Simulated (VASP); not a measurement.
# ZrO2 (Fm-3m) in VASP: notebook

Aim: see how the results for ZrO2 move with the level of theory and the settings. Levels: HSE06, PBE0. Tasks: single point.

All numbers are computed with VASP 6.6.1; they aren't measurements. Logs are shortened: lines on timing, memory, paths and dates and some standing lists are left out, and cuts for length are marked.

## (1) The cell of the first run

It takes space group Fm-3m (No. 225, cubic). Conventional cell: a = 5.070 Å, b = 5.070 Å, c = 5.070 Å, α = 90.00°, β = 90.00°, γ = 90.00°. Zr (site symmetry m-3m) has 8 O at 2.20 Å within 2.9 Å. Within 2.9 Å of O (site symmetry -43m) lie 4 Zr at 2.20 Å and 6 O at 2.53 Å.

## (2) Single point, HSE06

POSCAR reads:

```
ZrO2
1.0
    0.0000000000      2.5349077158      2.5349077158
    2.5349077158      0.0000000000      2.5349077158
    2.5349077158      2.5349077158      0.0000000000
Zr O
1 2
Direct
    0.0000000000      0.0000000000      0.0000000000
    0.2500000000      0.2500000000      0.2500000000
    0.7500000000      0.7500000000      0.7500000000
```

INCAR.step1 reads:

```
PREC     = Accurate       # precision mode
ENCUT    = 520            # plane-wave cutoff, eV
EDIFF    = 1E-5           # SCF threshold, eV
ISMEAR   = -1             # smearing method
SIGMA    = 0.02           # smearing width, eV
LREAL    = F              # projectors in reciprocal space
LASPH    = T              # aspherical terms in the spheres
NELM     = 120            # most SCF steps
ALGO     = Normal         # electronic algorithm
ISIF     = 2              # what is computed and relaxed
LWAVE    = T              # write WAVECAR
GGA      = PE             # functional
NBANDS   = 19             # bands
GGA_COMPAT= F
```

INCAR.step2 reads:

```
PREC     = Accurate       # precision mode
ENCUT    = 520            # plane-wave cutoff, eV
EDIFF    = 1E-6           # SCF threshold, eV
ISMEAR   = -1             # smearing method
SIGMA    = 0.02           # smearing width, eV
LREAL    = F              # projectors in reciprocal space
LASPH    = T              # aspherical terms in the spheres
NELM     = 120            # most SCF steps
ALGO     = Normal         # electronic algorithm
ISIF     = 2              # what is computed and relaxed
LWAVE    = F              # write WAVECAR
LCHARG   = T              # write CHGCAR
GGA      = PE             # functional
LHFCALC  = T              # exact exchange
HFSCREEN = 0.2079         # screening, 1/A
PRECFOCK = Normal       
LELF     = T              # ELF
LVHAR    = T            
ISTART   = 1            
NBANDS   = 19             # bands
GGA_COMPAT= F
```

KPOINTS reads:

```
regular mesh
0
Gamma
  6 6 6
```

Potentials or basis: VASP PAW PBE potentials, release 64 (Zr_sv, O).

Run with:

```bash
cat potpaw_PBE.64/Zr_sv/POTCAR potpaw_PBE.64/O/POTCAR > POTCAR
cp INCAR.step1 INCAR
mpirun -np 1 vasp_std > vasp.out
cp INCAR.step2 INCAR
mpirun -np 1 vasp_std > vasp.out
```

OUTCAR:

```text
PREC = Accurate
   ENCUT = 520
   EDIFF = 1E-6
   ISMEAR = -1
   LREAL = F
   LASPH = T
   NELM = 120
   ISIF = 2
   GGA = PE
   LHFCALC = T
   HFSCREEN = 0.2079
   PRECFOCK = Normal
   ISTART = 1

 ion  position               nearest neighbor table
   1  0.000  0.000  0.000-   3 2.20   3 2.20   3 2.20   2 2.20   3 2.20   2 2.20   2 2.20   2 2.20

   2  0.250  0.250  0.250-   1 2.20   1 2.20   1 2.20   1 2.20
   3  0.750  0.750  0.750-   1 2.20   1 2.20   1 2.20   1 2.20

  LATTYP: Found a face centered cubic cell.
 ALAT       =     5.0698154316

  Lattice vectors:

 A1 = (   0.0000000000,   2.5349077158,   2.5349077158)
 A2 = (   2.5349077158,   0.0000000000,   2.5349077158)
 A3 = (   2.5349077158,   2.5349077158,   0.0000000000)

Analysis of symmetry for initial positions (statically):
=====================================================================
 Subroutine PRICEL returns:
 Original cell was already a primitive cell.

 Routine SETGRP: Setting up the symmetry group for a
 face centered cubic supercell.

 Subroutine GETGRP returns: Found 48 space group operations
 (whereof 48 operations were pure point group operations)
 out of a pool of 48 trial point group operations.

The static configuration has the point symmetry O_h .

Analysis of symmetry for dynamics (positions and initial velocities):
=====================================================================
 Subroutine PRICEL returns:
 Original cell was already a primitive cell.

 Routine SETGRP: Setting up the symmetry group for a
 face centered cubic supercell.

 Subroutine GETGRP returns: Found 48 space group operations
 (whereof 48 operations were pure point group operations)
 out of a pool of 48 trial point group operations.

The dynamic configuration has the point symmetry O_h .

 Subroutine INISYM returns: Found 48 space group operations
 (whereof 48 operations are pure point group operations),
 and found     1 'primitive' translations

----------------------------------------------------------------------------------------

                                     Primitive cell

  volume of cell :      32.5774

  direct lattice vectors                    reciprocal lattice vectors
     0.000000000  2.534907716  2.534907716    -0.197245839  0.197245839  0.197245839
     2.534907716  0.000000000  2.534907716     0.197245839 -0.197245839  0.197245839
     2.534907716  2.534907716  0.000000000     0.197245839  0.197245839 -0.197245839

  length of vectors
     3.584900871  3.584900871  3.584900871     0.341639815  0.341639815  0.341639815

  position of ions in fractional coordinates (direct lattice)
     0.000000000  0.000000000  0.000000000
     0.250000000  0.250000000  0.250000000
     0.750000000  0.750000000  0.750000000

  ion indices of the primitive-cell ions
   primitive index   ion index
                 1           1
                 2           2
                 3           3

----------------------------------------------------------------------------------------

 KPOINTS: regular mesh

Automatic generation of k-mesh.
 Grid dimensions read from file:
 generate k-points for:    6    6    6

 Generating k-lattice:

  Cartesian coordinates                     Fractional coordinates (reciprocal lattice)
    -0.032874307  0.032874307  0.032874307     0.166666667  0.000000000  0.000000000
     0.032874307 -0.032874307  0.032874307     0.000000000  0.166666667  0.000000000
     0.032874307  0.032874307 -0.032874307     0.000000000  0.000000000  0.166666667

  Length of vectors
     0.056939969  0.056939969  0.056939969

  Shift w.r.t. Gamma in fractional coordinates (k-lattice)
     0.000000000  0.000000000  0.000000000

 Subroutine IBZKPT returns following result:
 ===========================================

 Found     16 irreducible k-points:

 Following reciprocal coordinates:
            Coordinates               Weight
  0.000000  0.000000  0.000000      1.000000
  0.166667  0.000000  0.000000      8.000000
  0.333333  0.000000  0.000000      8.000000
  0.500000  0.000000  0.000000      4.000000
  0.166667  0.166667  0.000000      6.000000
  0.333333  0.166667  0.000000     24.000000
[... 8 lines left out ...]
 -0.333333  0.333333  0.166667     24.000000
 -0.333333  0.500000  0.166667     12.000000
   k-points           NKPTS =     16   k-points in BZ     NKDIM =    216   number of bands    NBANDS=     19
   number of dos      NEDOS =    301   number of ions     NIONS =      3
   total plane-waves  NPLWV =  21952
   dimension x,y,z NGX =    28 NGY =   28 NGZ =   28
   dimension x,y,z NGXF=    56 NGYF=   56 NGZF=   56
   ions per type =               1   2
   NGX,Y,Z   is equivalent  to a cutoff of  12.98, 12.98, 12.98 a.u.
   NGXF,Y,Z  is equivalent  to a cutoff of  25.97, 25.97, 25.97 a.u.
 SYSTEM =  unknown system
   PREC   = accura    normal or accurate (medium, high low for compatibility)
   ISTART =      1    job   : 0-new  1-cont  2-samecut
   ICHARG =      0    charge: 1-file 2-atom 10-const
   ISPIN  =      1    spin polarized calculation?
   LNONCOLLINEAR =      F non collinear calculations
   LSORBIT =      F    spin-orbit coupling
   LASPH  =      T    aspherical Exc in radial PAW
   ENCUT  =  520.0 eV  38.22 Ry    6.18 a.u.   6.67  6.67  6.67*2*pi/ulx,y,z
   NELM   =    120;   NELMIN=  2; NELMDL=  0     # of ELM steps
   EDIFF  = 0.1E-05   stopping-criterion for ELM
   LREAL  =      F    real-space projection
   EDIFFG = 0.1E-04   stopping-criterion for IOM
   NSW    =      0    number of steps for IOM
   IBRION =     -1    ionic relax: 0-MD 1-quasi-New 2-CG
   NFREE  =      0    steps in history (QN), initial steepest desc. (CG)
   ISIF   =      2    stress and relaxation
   ISYM   =      3    0-nonsym 1-usesym 2-fastsym
   POTIM  = 0.5000    time-step for ionic-motion
   TEBEG  =    0.0;   TEEND  =   0.0 temperature during run
   PSTRESS=    0.0 pullay stress
   NELECT =      24.0000    total number of electrons
   NUPDOWN=      -1.0000    fix difference up-down
   EMIN   =  10.00;   EMAX   =-10.00  energy-range for DOS
   EFERMI =   0.00;   METHOD = LEGACY
   ISMEAR =    -1;   SIGMA  =   0.02  broadening in eV -4-tet -1-fermi 0-gaus
   EFERMI_NEDOS =   21; number of points for ismear=-14 and -15
   IALGO  =     38    algorithm
   IMIX   =      1    mixing-type and parameters
     AMIX     =   0.40;   BMIX     =  1.00
     AMIX_MAG =   1.60;   BMIX_MAG =  1.00
  volume/ion in A,a.u.               =      10.86        73.28
  Fermi-wavevector in a.u.,A,eV,Ry     =   1.478563  2.794078 29.744347  2.186148
  Thomas-Fermi vector in A             =   2.592828
   LORBIT       =      0    0 simple, 1 ext, 2 COOP (PROOUT), +10 PAW based schemes
   GGA     = PE    functional components
   LHFCALC =     T    Hartree Fock is set to
   PRECFOCK=normal    Normal, Fast or Accurate (Low or Medium for compatibility)
   ENCUT4O =  -1.0   cutoff for four orbital integrals eV
   NKREDX  =     1    reduce k-point grid by
   NKREDY  =     1    reduce k-point grid by
   NKREDZ  =     1    reduce k-point grid by
   AEXX    =    0.2500 exact exchange contribution
   HFSCREEN=    0.2079 screening length (either q_TF or 0.3 A-1)
   HFSCREENC=   0.2079 screening length for correlation (either q_TF or 0.3 A-1)
   ENCUTFOCK=  -1.0 apply spherical cutoff to Coloumb kernel
   IVDW    =     0    specifies the selected vdW correction
   LEPSILON=     F    determine dielectric tensor
   LRPA    =     F    only Hartree local field effects (RPA)
 non-spin polarized calculation
  energy-cutoff  :      520.00
  volume of cell :       32.58
 maximum number of plane-waves:       899
 NGX is ok and might be reduce to    28
  NGX = 20; NGY = 20; NGZ = 20

 number of electron      23.9999991 magnetization

 Free energy of the ion-electron system (eV)
  ---------------------------------------------------
  ext. energy  EPLUGINS =         0.00000000
  ---------------------------------------------------
  free energy    TOTEN  =       -34.57306792 eV

  energy without entropy =      -34.57306792  energy(sigma->0) =      -34.57306792

 E-fermi :   6.8994     XC(G=0):  -9.7051

 val. band max:        6.3598286914   @ k =   0.5000   0.5000   0.0000
 cond. band min:      11.3654777288   @ k =   0.0000   0.0000   0.0000
 fundamental gap:      5.0056490374
 Fermi energy:         6.8994287515

 k-point     1 :       0.0000    0.0000    0.0000
  band No.  band energies     occupation
      1     -44.5314      2.00000
      2     -20.9276      2.00000
      3     -20.9276      2.00000
      4     -20.9276      2.00000
      5     -13.6018      2.00000
      6     -10.8446      2.00000
[... 11 lines left out ...]
     18      17.8332      0.00000
     19      22.5345      0.00000

 k-point     2 :       0.1667    0.0000    0.0000
  band No.  band energies     occupation
      1     -44.5175      2.00000
      2     -21.1688      2.00000
      3     -20.9499      2.00000
      4     -20.9499      2.00000
      5     -13.1790      2.00000
      6     -11.1177      2.00000
[... 11 lines left out ...]
     18      17.3987      0.00000
     19      22.0940      0.00000

 k-point     3 :       0.3333    0.0000    0.0000
  band No.  band energies     occupation
      1     -44.4897      2.00000
      2     -21.5951      2.00000
      3     -20.9940      2.00000
      4     -20.9940      2.00000
      5     -12.6018      2.00000
      6     -11.3186      2.00000
[... 11 lines left out ...]
     18      17.6555      0.00000
     19      21.6494      0.00000

 k-point     4 :       0.5000    0.0000    0.0000
  band No.  band energies     occupation
      1     -44.4758      2.00000
      2     -21.7870      2.00000
      3     -21.0160      2.00000
      4     -21.0160      2.00000
      5     -12.5766      2.00000
      6     -11.1165      2.00000
[... 231 lines left out ...]
     18      19.0456      0.00000
     19      23.1822      0.00000

 k-point    15 :      -0.3333    0.3333    0.1667
  band No.  band energies     occupation
      1     -44.4619      2.00000
      2     -21.6038      2.00000
      3     -21.4019      2.00000
      4     -21.1007      2.00000
      5     -11.8776      2.00000
      6     -11.5185      2.00000
[... 11 lines left out ...]
     18      19.6172      0.00000
     19      23.5913      0.00000

 k-point    16 :      -0.3333    0.5000    0.1667
  band No.  band energies     occupation
      1     -44.4572      2.00000
      2     -21.6932      2.00000
      3     -21.3388      2.00000
      4     -21.1492      2.00000
      5     -11.8997      2.00000
      6     -11.4077      2.00000
[... 11 lines left out ...]
     18      20.7821      0.00000
     19      23.2472      0.00000

------------------------ aborting loop because EDIFF is reached ----------------------------------------

  FORCE on cell =-STRESS in cart. coord.  units (eV):
  Direction    XX          YY          ZZ          XY          YZ          ZX
  --------------------------------------------------------------------------------------
  -------------------------------------------------------------------------------------
  Total        0.0945390      0.0945390      0.0945390      0.0000000     -0.0000000      0.0000000
  in kB        4.6494867      4.6494867      4.6494867      0.0000000     -0.0000000      0.0000000
  external PRESSURE =       4.6494867 kB  Pullay stress =       0.0000000 kB

 VOLUME and BASIS-vectors are now :
 -----------------------------------------------------------------------------
  energy-cutoff  :      520.00
  volume of cell :       32.58
      direct lattice vectors                 reciprocal lattice vectors
     0.000000000  2.534907716  2.534907716    -0.197245839  0.197245839  0.197245839
     2.534907716  0.000000000  2.534907716     0.197245839 -0.197245839  0.197245839
     2.534907716  2.534907716  0.000000000     0.197245839  0.197245839 -0.197245839

 POSITION                                       TOTAL-FORCE (eV/Angst)
 -----------------------------------------------------------------------------------
      0.00000      0.00000      0.00000         0.000000      0.000000      0.000000
      1.26745      1.26745      1.26745        -0.000000     -0.000000     -0.000000
      3.80236      3.80236      3.80236         0.000000      0.000000      0.000000
 -----------------------------------------------------------------------------------
    total drift:                               -0.000000     -0.000000     -0.000000

  FREE ENERGIE OF THE ION-ELECTRON SYSTEM (eV)
  ---------------------------------------------------
  free  energy   TOTEN  =       -34.5730679205 eV

  energy  without entropy=      -34.5730679205  energy(sigma->0) =      -34.57306792
```

Run time: 41 min. Hardware: 1 thread of AMD EPYC 7R13 (Zen 3), shared host; peak memory 0.25 GiB.

Results:

```yaml
Free_energy: -34.5731 eV
Pressure: 0.5 GPa
Band_gap_on_the_k_mesh: 5.01 eV (least direct gap 5.41 eV)
```

Levels at points of the mesh, in eV from the valence-band top:
| k point | band 10 | band 11 | band 12 | band 13 | band 14 | band 15 |
| --- | --- | --- | --- | --- | --- | --- |
| (0.00, 0.00, 0.00) | -0.59 | -0.59 | -0.59 | 5.01 | 5.01 | 8.21 |
| (0.50, 0.00, 0.00) | -2.73 | -1.82 | -1.82 | 5.71 | 5.71 | 7.90 |
| (0.50, 0.50, 0.00) | -1.62 | -1.62 | 0.00 | 5.41 | 6.59 | 7.62 |

Caveat: the PAW data sets were made with another functional, which shifts forces and pressure a little. A k mesh can miss the band edges.

## (3) Single point, PBE0

This run uses another cell than the first one, of 10.99 Å³/atom.

POSCAR reads:

```
ZrO2
1.0
    0.0000000000      2.5447136197      2.5447136197
    2.5447136197      0.0000000000      2.5447136197
    2.5447136197      2.5447136197      0.0000000000
Zr O
1 2
Direct
    0.0000000000      0.0000000000      0.0000000000
    0.2500000000      0.2500000000      0.2500000000
    0.7500000000      0.7500000000      0.7500000000
```

INCAR.step1 reads:

```
SYSTEM = ZrO2
  PREC = Accurate
  ENCUT = 520
  EDIFF = 1E-5
  ISMEAR = 0
  SIGMA = 0.01
  LREAL = .False.
  LASPH = .True.
  NELM = 120
  ALGO = Normal
  ISIF = 2
  LWAVE = .True.
  LCHARG = .False.
  GGA = PE
  NBANDS = 19
  GGA_COMPAT = .False.
```

INCAR.step2 reads:

```
SYSTEM = ZrO2
  PREC = Accurate
  ENCUT = 520
  EDIFF = 1E-6
  ISMEAR = 0
  SIGMA = 0.01
  LREAL = .False.
  LASPH = .True.
  NELM = 120
  ALGO = Normal
  ISIF = 2
  LWAVE = .False.
  LCHARG = .False.
  GGA = PE
  LHFCALC = .True.
  AEXX = 0.25
  PRECFOCK = Normal
  ISTART = 1
  NBANDS = 19
  GGA_COMPAT = .False.
```

KPOINTS reads:

```
regular mesh
0
Gamma
  6 6 6
  0 0 0
```

Potentials or basis: VASP PAW PBE potentials, release 64 (Zr_sv, O).

Run with:

```bash
cat potpaw_PBE.64/Zr_sv/POTCAR potpaw_PBE.64/O/POTCAR > POTCAR
cp INCAR.step1 INCAR
mpirun -np 1 vasp_std > vasp.out
cp INCAR.step2 INCAR
mpirun -np 1 vasp_std > vasp.out
```

Run time: 1.9 h. Hardware: 1 thread of Intel Xeon 8259CL, shared host; peak memory 0.19 GiB.

The run converged. Its results:

| Property | Result |
| --- | --- |
| Free energy | -36.7153 eV |
| Pressure | -2.5 GPa |
| Band gap on the k mesh | 5.73 eV (least direct gap 6.13 eV) |

Levels at points of the mesh, in eV from the valence-band top:
| k point | band 9 | band 10 | band 11 | band 12 | band 13 | band 14 | band 15 | band 16 |
| --- | --- | --- | --- | --- | --- | --- | --- | --- |
| (0.00, 0.00, 0.00) | -5.69 | -0.59 | -0.59 | -0.59 | 5.73 | 5.73 | 8.83 | 12.11 |
| (0.50, 0.00, 0.00) | -2.77 | -2.75 | -1.83 | -1.83 | 6.42 | 6.42 | 8.56 | 11.13 |
| (0.50, 0.50, 0.00) | -3.48 | -1.63 | -1.63 | 0.00 | 6.13 | 7.29 | 8.27 | 9.79 |

Caveat: the PAW data sets were made with another functional, which shifts forces and pressure a little. A k mesh can miss the band edges.
